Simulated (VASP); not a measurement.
# BN (P6_3mc) in VASP: notebook

The runs below take BN through single point, with LDA.

Program: VASP 6.6.1. These are calculated values, not measurements. Logs are shortened: lines on timing, memory, paths and dates and some standing lists are left out, and cuts for length are marked.

**1. The cell of the first run**

The structure is hexagonal, space group P6_3mc (No. 186). The conventional cell has a = 2.522 Å, b = 2.522 Å, c = 4.175 Å, α = 90.00°, β = 90.00°, γ = 120.00°. B (site symmetry 3m) has 4 N at 1.55 to 1.56 Å within 2.1 Å. Within 2.1 Å of N (site symmetry 3m) lie 4 B at 1.55 to 1.56 Å.

**2. Single point, LDA**

INCAR reads:

```
ALGO = Normal
EDIFF = 1E-6
ENCUT = 910
GGA = CA
GGA_COMPAT = False
ISIF = 2
ISMEAR = 0
LASPH = True
LCHARG = False
LREAL = False
LWAVE = False
NBANDS = 16
NELM = 120
PREC = Accurate
SIGMA = 0.1
```

KPOINTS reads:

```
k-points
0
Gamma
  9 9 6
```

POSCAR reads:

```
BN
1.0
    2.5224119583      0.0000000000      0.0000000000
   -1.2612059792      2.1844728347      0.0000000000
    0.0000000000      0.0000000000      4.1749940278
B N
2 2
Direct
    0.6666666667      0.3333333333      0.9996905229
    0.3333333333      0.6666666667      0.4996905229
    0.6666666667      0.3333333333      0.6253094771
    0.3333333333      0.6666666667      0.1253094771
```

Potentials or basis: VASP PAW LDA potentials, release 64 (B_h, N_h).

The run is started by

```bash
$ cat potpaw_LDA.64/B_h/POTCAR potpaw_LDA.64/N_h/POTCAR > POTCAR
$ mpirun -np 1 vasp_std > vasp.out
```

OUTCAR:

```text
EDIFF = 1E-6
   ENCUT = 910
   GGA = CA
   ISIF = 2
   ISMEAR = 0
   LASPH = True
   LREAL = False
   NELM = 120
   PREC = Accurate

 ion  position               nearest neighbor table
   1  0.667  0.333  1.000-
   2  0.333  0.667  0.500-
   3  0.667  0.333  0.625-
   4  0.333  0.667  0.125-

  LATTYP: Found a hexagonal cell.
 ALAT       =     2.5224119583
 C/A-ratio  =     1.6551594652

  Lattice vectors:

 A1 = (   2.5224119583,   0.0000000000,   0.0000000000)
 A2 = (  -1.2612059792,   2.1844728347,   0.0000000000)
 A3 = (   0.0000000000,   0.0000000000,   4.1749940278)

Analysis of symmetry for initial positions (statically):
=====================================================================
 Subroutine PRICEL returns:
 Original cell was already a primitive cell.

 Routine SETGRP: Setting up the symmetry group for a
 hexagonal supercell.

 Subroutine GETGRP returns: Found 12 space group operations
 (whereof  6 operations were pure point group operations)
 out of a pool of 24 trial point group operations.

The static configuration has the point symmetry C_3v.
 The point group associated with its full space group is C_6v.

Analysis of symmetry for dynamics (positions and initial velocities):
=====================================================================
 Subroutine PRICEL returns:
 Original cell was already a primitive cell.

 Routine SETGRP: Setting up the symmetry group for a
 hexagonal supercell.

 Subroutine GETGRP returns: Found 12 space group operations
 (whereof  6 operations were pure point group operations)
 out of a pool of 24 trial point group operations.

The dynamic configuration has the point symmetry C_3v.
 The point group associated with its full space group is C_6v.

 Subroutine INISYM returns: Found 12 space group operations
 (whereof  6 operations are pure point group operations),
 and found     1 'primitive' translations

----------------------------------------------------------------------------------------

                                     Primitive cell

  volume of cell :      23.0048

  direct lattice vectors                    reciprocal lattice vectors
     2.522411958  0.000000000  0.000000000     0.396445948  0.228888175  0.000000000
    -1.261205979  2.184472835  0.000000000     0.000000000  0.457776350  0.000000000
     0.000000000  0.000000000  4.174994028     0.000000000  0.000000000  0.239521301

  length of vectors
     2.522411958  2.522411958  4.174994028     0.457776350  0.457776350  0.239521301

  position of ions in fractional coordinates (direct lattice)
     0.666666667  0.333333333  0.999690523
     0.333333333  0.666666667  0.499690523
     0.666666667  0.333333333  0.625309477
     0.333333333  0.666666667  0.125309477

  ion indices of the primitive-cell ions
   primitive index   ion index
                 1           1
                 2           2
                 3           3
                 4           4

----------------------------------------------------------------------------------------

 KPOINTS: k-points

Automatic generation of k-mesh.
 Grid dimensions read from file:
 generate k-points for:    9    9    6

 Generating k-lattice:

  Cartesian coordinates                     Fractional coordinates (reciprocal lattice)
     0.044049550  0.025432019  0.000000000     0.111111111 -0.000000000  0.000000000
     0.000000000  0.050864039  0.000000000     0.000000000  0.111111111  0.000000000
     0.000000000  0.000000000  0.039920217     0.000000000  0.000000000  0.166666667

  Length of vectors
     0.050864039  0.050864039  0.039920217

  Shift w.r.t. Gamma in fractional coordinates (k-lattice)
     0.000000000  0.000000000  0.000000000

 Subroutine IBZKPT returns following result:
 ===========================================

 Found     48 irreducible k-points:

 Following reciprocal coordinates:
            Coordinates               Weight
  0.000000  0.000000  0.000000      1.000000
  0.111111  0.000000  0.000000      6.000000
  0.222222  0.000000  0.000000      6.000000
  0.333333  0.000000  0.000000      6.000000
  0.444444  0.000000  0.000000      6.000000
  0.111111  0.111111  0.000000      6.000000
[... 16 lines left out ...]
  0.333333  0.222222  0.166667     24.000000
  0.333333  0.333333  0.166667      4.000000
 [... further k-points ...]
   k-points           NKPTS =     48   k-points in BZ     NKDIM =     48   number of bands    NBANDS=     16
   number of dos      NEDOS =    301   number of ions     NIONS =      4
   total plane-waves  NPLWV =  32928
   dimension x,y,z NGX =    28 NGY =   28 NGZ =   42
   dimension x,y,z NGXF=    56 NGYF=   56 NGZF=   84
   ions per type =               2   2
   NGX,Y,Z   is equivalent  to a cutoff of  18.45, 18.45, 16.72 a.u.
   NGXF,Y,Z  is equivalent  to a cutoff of  36.91, 36.91, 33.45 a.u.
 SYSTEM =  unknown system
   PREC   = accura    normal or accurate (medium, high low for compatibility)
   ISTART =      0    job   : 0-new  1-cont  2-samecut
   ICHARG =      2    charge: 1-file 2-atom 10-const
   ISPIN  =      1    spin polarized calculation?
   LNONCOLLINEAR =      F non collinear calculations
   LSORBIT =      F    spin-orbit coupling
   LASPH  =      T    aspherical Exc in radial PAW
   ENCUT  =  910.0 eV  66.88 Ry    8.18 a.u.   6.20  6.20 10.27*2*pi/ulx,y,z
   NELM   =    120;   NELMIN=  2; NELMDL= -5     # of ELM steps
   EDIFF  = 0.1E-05   stopping-criterion for ELM
   LREAL  =      F    real-space projection
   EDIFFG = 0.1E-04   stopping-criterion for IOM
   NSW    =      0    number of steps for IOM
   IBRION =     -1    ionic relax: 0-MD 1-quasi-New 2-CG
   NFREE  =      0    steps in history (QN), initial steepest desc. (CG)
   ISIF   =      2    stress and relaxation
   ISYM   =      2    0-nonsym 1-usesym 2-fastsym
   POTIM  = 0.5000    time-step for ionic-motion
   TEBEG  =    0.0;   TEEND  =   0.0 temperature during run
   PSTRESS=    0.0 pullay stress
   NELECT =      16.0000    total number of electrons
   NUPDOWN=      -1.0000    fix difference up-down
   EMIN   =  10.00;   EMAX   =-10.00  energy-range for DOS
   EFERMI =   0.00;   METHOD = LEGACY
   ISMEAR =     0;   SIGMA  =   0.10  broadening in eV -4-tet -1-fermi 0-gaus
   EFERMI_NEDOS =   21; number of points for ismear=-14 and -15
   IALGO  =     38    algorithm
   IMIX   =      4    mixing-type and parameters
     AMIX     =   0.40;   BMIX     =  1.00
     AMIX_MAG =   1.60;   BMIX_MAG =  1.00
  volume/ion in A,a.u.               =       5.75        38.81
  Fermi-wavevector in a.u.,A,eV,Ry     =   1.450470  2.740990 28.624784  2.103862
  Thomas-Fermi vector in A             =   2.568078
   LORBIT       =      0    0 simple, 1 ext, 2 COOP (PROOUT), +10 PAW based schemes
   GGA     = CA    functional components
   LHFCALC =     F    Hartree Fock is set to
   AEXX    =    0.0000 exact exchange contribution
   IVDW    =     0    specifies the selected vdW correction
   LEPSILON=     F    determine dielectric tensor
   LRPA    =     F    only Hartree local field effects (RPA)
 non-spin polarized calculation
 Gauss-broadening in eV      SIGMA  =   0.10
  energy-cutoff  :      910.00
  volume of cell :       23.00
 maximum number of plane-waves:      1472
 NGX is ok and might be reduce to    28
   NGX = 13   NGY = 13   NGZ = 21

 number of electron      16.0000000 magnetization

 Free energy of the ion-electron system (eV)
  ---------------------------------------------------
  ext. energy  EPLUGINS =         0.00000000
  ---------------------------------------------------
  free energy    TOTEN  =       -38.76664313 eV

  energy without entropy =      -38.76664313  energy(sigma->0) =      -38.76664313

 E-fermi :   9.8591     XC(G=0): -13.3895

 val. band max:        9.3950125647   @ k =   0.0000   0.0000   0.0000
 cond. band min:      14.2993796901   @ k =   0.3333   0.3333   0.0000
 fundamental gap:      4.9043671254
 Fermi energy:         9.8591499603

 k-point     1 :       0.0000    0.0000    0.0000
  band No.  band energies     occupation
      1     -11.1683      2.00000
      2      -6.8299      2.00000
      3      -1.8167      2.00000
      4       7.2069      2.00000
      5       7.2069      2.00000
      6       9.0965      2.00000
[... 8 lines left out ...]
     15      21.3656      0.00000
     16      25.7013      0.00000

 k-point     2 :       0.1111    0.0000    0.0000
  band No.  band energies     occupation
      1     -10.8932      2.00000
      2      -6.6173      2.00000
      3      -1.5461      2.00000
      4       6.0221      2.00000
      5       6.7103      2.00000
      6       8.4193      2.00000
[... 8 lines left out ...]
     15      22.1458      0.00000
     16      25.2669      0.00000

 k-point     3 :       0.2222    0.0000    0.0000
  band No.  band energies     occupation
      1     -10.0827      2.00000
      2      -6.0354      2.00000
      3      -0.7541      2.00000
      4       3.4856      2.00000
      5       5.7074      2.00000
      6       6.2305      2.00000
[... 8 lines left out ...]
     15      23.9868      0.00000
     16      24.7014      0.00000

 k-point     4 :       0.3333    0.0000    0.0000
  band No.  band energies     occupation
      1      -8.7996      2.00000
      2      -5.3578      2.00000
      3       0.4286      2.00000
      4       1.0562      2.00000
      5       3.8182      2.00000
      6       4.8138      2.00000
[... 8 lines left out ...]
     15      25.4768      0.00000
     16      25.9648      0.00000
[... 324 lines left out ...]
 k-point    22 :       0.2222    0.2222    0.1667
  band No.  band energies     occupation
      1      -7.9286      2.00000
      2      -5.3620      2.00000
      3       0.7488      2.00000
      4       1.7776      2.00000
      5       2.5315      2.00000
      6       3.8067      2.00000
[... 8 lines left out ...]
     15      24.8343      0.00000
     16      25.8482      0.00000

 k-point    23 :       0.3333    0.2222    0.1667
  band No.  band energies     occupation
      1      -6.5526      2.00000
      2      -5.2331      2.00000
      3       0.0479      2.00000
      4       1.2072      2.00000
      5       2.2481      2.00000
      6       3.5692      2.00000
[... 8 lines left out ...]
     15      25.4799      0.00000
     16      26.1171      0.00000

 k-point    24 :       0.3333    0.3333    0.1667
  band No.  band energies     occupation
      1      -5.5852      2.00000
      2      -5.5852      2.00000
      3      -0.0132      2.00000
      4       1.4802      2.00000
      5       1.4802      2.00000
      6       3.3272      2.00000
[... 8 lines left out ...]
     15      25.7418      0.00000
     16      25.7418      0.00000

 [... further k-points ...]
[... 5 lines left out ...]
  --------------------------------------------------------------------------------------
  -------------------------------------------------------------------------------------
  Total        0.1153404      0.1153404      0.0747600     -0.0000000      0.0000000      0.0000000
  in kB        8.0329200      8.0329200      5.2066833     -0.0000000      0.0000000      0.0000000
  external PRESSURE =       7.0908411 kB  Pullay stress =       0.0000000 kB

 VOLUME and BASIS-vectors are now :
 -----------------------------------------------------------------------------
  energy-cutoff  :      910.00
  volume of cell :       23.00
      direct lattice vectors                 reciprocal lattice vectors
     2.522411958  0.000000000  0.000000000     0.396445948  0.228888175  0.000000000
    -1.261205979  2.184472835  0.000000000     0.000000000  0.457776350  0.000000000
     0.000000000  0.000000000  4.174994028     0.000000000  0.000000000  0.239521301

 POSITION                                       TOTAL-FORCE (eV/Angst)
 -----------------------------------------------------------------------------------
      1.26121      0.72816      4.17370        -0.000000     -0.000000     -0.001224
     -0.00000      1.45632      2.08620        -0.000000      0.000000     -0.001224
      1.26121      0.72816      2.61066         0.000000      0.000000      0.001224
     -0.00000      1.45632      0.52317         0.000000      0.000000      0.001224
 -----------------------------------------------------------------------------------
    total drift:                                0.000000     -0.000000      0.000891

  FREE ENERGIE OF THE ION-ELECTRON SYSTEM (eV)
  ---------------------------------------------------
  free  energy   TOTEN  =       -38.7666431331 eV

  energy  without entropy=      -38.7666431331  energy(sigma->0) =      -38.76664313
```

Wall time 34 s (1 thread of Intel Xeon Platinum 8375C at 2.90GHz (Ice Lake), shared host); peak memory 0.16 GiB.

Results:

```
Free energy            : -38.7666 eV
Pressure               : 0.7 GPa
Band gap on the k mesh : 4.90 eV, indirect (least direct gap 8.28 eV)
```

Caveat: the cutoff is under 1.25 times the usual one of these potentials, so pressure, stress and relaxed cells hold a basis-set (Pulay) error.

**3. Single point, LDA**

INCAR reads:

```
  PREC = Accurate
  ENCUT = 910
  EDIFF = 1E-6
  ISMEAR = 0
  SIGMA = 0.02
  LREAL = F
  LASPH = T
  NELM = 120
  ALGO = Normal
  ISIF = 2
  LWAVE = F
  LCHARG = T
  LELF = T
  LVHAR = T
  NBANDS = 16
  GGA_COMPAT = F
```

KPOINTS reads:

```
Automatic mesh
0
Gamma
  12 12 6
```

POSCAR reads:

```
BN
1.0
    2.5233274279      0.0000000000      0.0000000000
   -1.2616637140      2.1852656546      0.0000000000
    0.0000000000      0.0000000000      4.1752150364
B N
2 2
Direct
    0.6666666667      0.3333333333      0.9997087310
    0.3333333333      0.6666666667      0.4997087310
    0.6666666667      0.3333333333      0.6252912690
    0.3333333333      0.6666666667      0.1252912690
```

Potentials or basis: VASP PAW LDA potentials, release 64 (B_h, N_h).

The run is started by

```bash
$ cat potpaw_LDA.64/B_h/POTCAR potpaw_LDA.64/N_h/POTCAR > POTCAR
$ mpirun -np 1 vasp_std > vasp.out
```

Wall time 1.7 min (1 thread of AMD EPYC 7R43 (Zen 3), shared host); peak memory 0.14 GiB.

Results (log left out):

- Free energy: -38.7669 eV
- Pressure: 0.4 GPa
- Largest force: 0.004 eV/Å
- Band gap on the k mesh: 4.91 eV, indirect (least direct gap 8.28 eV)

Forces in eV/Å, atoms in the order of the input:
```
B    0.000  0.000 -0.004
B    0.000  0.000 -0.004
N    0.000  0.000  0.004
N    0.000  0.000  0.004
```

Levels at points of the mesh, in eV from the valence-band top:
| k point | band 4 | band 5 | band 6 | band 7 | band 8 | band 9 | band 10 | band 11 | band 12 | band 13 |
| --- | --- | --- | --- | --- | --- | --- | --- | --- | --- | --- |
| (0.00, 0.00, 0.00) | -2.19 | -2.19 | -0.29 | 0.00 | 0.00 | 8.34 | 8.34 | 8.63 | 9.93 | 11.23 |
| (0.50, 0.00, 0.00) | -7.93 | -7.05 | -5.14 | -4.60 | -2.18 | 6.71 | 7.89 | 10.60 | 11.65 | 13.16 |
| (0.00, 0.00, 0.50) | -5.81 | -1.21 | -1.21 | -1.21 | -1.21 | 9.70 | 9.70 | 9.94 | 9.94 | 9.94 |
| (0.50, 0.00, 0.50) | -10.24 | -3.89 | -3.89 | -3.67 | -3.67 | 6.58 | 6.58 | 10.14 | 10.14 | 14.38 |

Caveat: the cutoff is under 1.25 times the usual one of these potentials, so pressure, stress and relaxed cells hold a basis-set (Pulay) error. As with any semilocal functional, this LDA gap is likely too small.
